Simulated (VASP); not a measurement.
Runs of VASP 6.6.1 on CuAu3. The structure is that of space group Pm-3m (No. 221), or close to it. The cells are those of the table. 

| cell | k mesh | gap on the mesh (eV) | pressure (GPa) |
| --- | --- | --- | --- |
| a = 3.980 Å, 4 atoms | 10 × 10 × 10 | none | 4.2 |
| a = 3.844 Å, 4 atoms | 10 × 10 × 10 | none | (a) |
| a = 3.929 Å, 4 atoms | 10 × 10 × 10 | none | 11.8 |
| a = 4.140 Å, 4 atoms | 10 × 10 × 10 | none | (b) |
| a = 4.011 Å, 4 atoms | 10 × 10 × 10 | none | 0.3 |
| a = 4.171 Å, 4 atoms | 14 × 14 × 14 | none | -12.9 |
| a = 4.252 Å, 4 atoms | 14 × 14 × 14 | none | -16.2 |

Alike in all rows: task single point; level r2SCAN; potentials or basis VASP PAW PBE potentials, release 64 (Cu, Au); no spin polarisation; cutoff (eV) 520; smearing gaussian 0.1 eV.

Question: Fill in the values left out.

Answer: (a) 28.8; (b) -11.1.

Caveats: the PAW data sets were made with another functional, which shifts forces and pressure a little; spin-orbit coupling is left out, which moves the levels of the heavy elements; the cell stands under pressure (at least some runs); the cell stands under tension (at least some runs).

A k mesh can miss the band edges, and the runs leave out spin-orbit coupling on Au.

A gap of «none» marks levels without a gap at the run's occupations.
